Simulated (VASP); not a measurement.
Write the native input for VASP 6.6.1 that does the following.

```
Task                   : single point
Functional             : PBE
Potentials or basis    : VASP PAW PBE potentials, release 64 (Mg, B)
Cutoff                 : 520 eV
k mesh                 : 16 × 16 × 12
Occupations            : gaussian, width 0.1 eV
Spin                   : no spin polarisation
Dipole correction      : no
Further INCAR settings : ALGO = Normal; EDIFF = 1e-06; NBANDS = 11
```

The structure of MgB2 lies in POSCAR:

```
MgB2
1.0
    2.8495075128      0.0000000000      0.0000000000
    0.0000000000      2.8495075128      0.0000000000
    0.0000000000      0.0000000000      3.9249834908
Mg B
1 2
Direct
    0.0000000000      0.0000000000      0.5000000000
    0.0000000000      0.5000000000      0.0000000000
    0.5000000000      0.0000000000      0.0000000000
```

The cell was generated, and may not be a known phase.

These files were run (other wordings do the same):

INCAR

```
PREC = Accurate ; ENCUT = 520
EDIFF = 1E-6 ; ISMEAR = 0
SIGMA = 0.1 ; LREAL = False
LASPH = True ; NELM = 60
ALGO = Normal ; ISIF = 2
LWAVE = False ; LCHARG = True
GGA = PE ; LELF = True
LVHAR = True ; NBANDS = 11
```

KPOINTS

```
Automatic mesh
0
Gamma
  16 16 12
```

Potentials or basis: VASP PAW PBE potentials, release 64 (Mg, B).

Launch:

```bash
$ cat potpaw_PBE.64/Mg/POTCAR potpaw_PBE.64/B/POTCAR > POTCAR
$ mpirun -np 1 vasp_std > vasp.out
```

Results of the run:

```yaml
Pressure: -0.1 GPa
Band_gap_on_the_k_mesh: zero (bands 4 and 5 overlap by 3.16 eV)
```

Run time: 46 s on 1 thread of AMD EPYC 9R45 96-Core Processor (Zen 5) (shared host), peak memory 0.21 GiB.
